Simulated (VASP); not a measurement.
The system is MnAs.

```xyz
4
Lattice="3.7100 0.0000 0.0000 -1.8550 3.2130 0.0000 0.0000 0.0000 5.6910" Properties=species:S:1:pos:R:3 pbc="T T T"
As    1.8550    1.0710    4.2683
As    0.0000    2.1420    1.4227
Mn    0.0000    0.0000    2.8455
Mn    0.0000    0.0000    0.0000
```

Base run:

| Property | Result |
| --- | --- |
| Program | VASP 6.6.1 |
| Functional | revPBE |
| Potentials or basis | VASP PAW PBE potentials, release 64 (As, Mn_pv) |
| Cutoff | 520 eV |
| k mesh | 8 × 8 × 5 |
| Occupations | fermi-dirac, width 0.05 eV |
| Spin | collinear spin, ferromagnetic start |
| Starting moments | [0.0, 0.0, 4.0, 4.0] μB |

Its results: pressure -0.8 GPa; net moment 6.36 μB per cell; site moments As -0.13; Mn +3.24 μB.

Task: The run is repeated on the same cell with these changes: functional from revPBE to PBEsol. What comes out?

Result: Pressure -8.5 GPa; net moment 6.22 μB per cell; site moments As -0.12; Mn +3.16 μB.

PBEsol binds more tightly than revPBE, so the same cell stands under less pressure.

Caveats: the PAW data sets were made with another functional, which shifts forces and pressure a little; the run started ferromagnetic, and an antiferromagnetic order may lie lower in energy; the cell stands under tension (at least some runs).
